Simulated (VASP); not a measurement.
# BN: single point with PBE

Crystal: BN.

```
CELL_PARAMETERS angstrom
0.00000 1.81300 1.81300
1.81300 0.00000 1.81300
1.81300 1.81300 0.00000
ATOMIC_POSITIONS crystal
N 0.25000 0.25000 0.25000
B 0.00000 0.00000 0.00000
```

```
Program                : VASP 6.6.1
Task                   : single point
Functional             : PBE
Potentials or basis    : VASP PAW PBE potentials, release 64 (N, B)
Cutoff                 : 520 eV
k mesh                 : 13 × 13 × 13
Occupations            : gaussian, width 0.027 eV
Spin                   : no spin polarisation
Dipole correction      : no
Further INCAR settings : ALGO = Normal; EDIFF = 1e-06; NBANDS = 11
```

| Property | Result |
| --- | --- |
| Pressure | -0.2 GPa |
| Band gap on the k mesh | 4.52 eV, indirect (least direct gap 8.78 eV) |

Levels at points of the mesh, in eV from the valence-band top:
| k point | band 2 | band 3 | band 4 | band 5 | band 6 | band 7 |
| --- | --- | --- | --- | --- | --- | --- |
| (0.00, 0.00, 0.00) | 0.00 | 0.00 | 0.00 | 8.78 | 8.78 | 8.78 |

It took 4.9 s on 1 thread of Intel(R) Xeon(R) 6975P-C (Granite Rapids), on a shared host, peak memory 0.12 GiB.

A k mesh can miss the band edges. A hybrid or GW would open this gap; PBE tends to underestimate it.
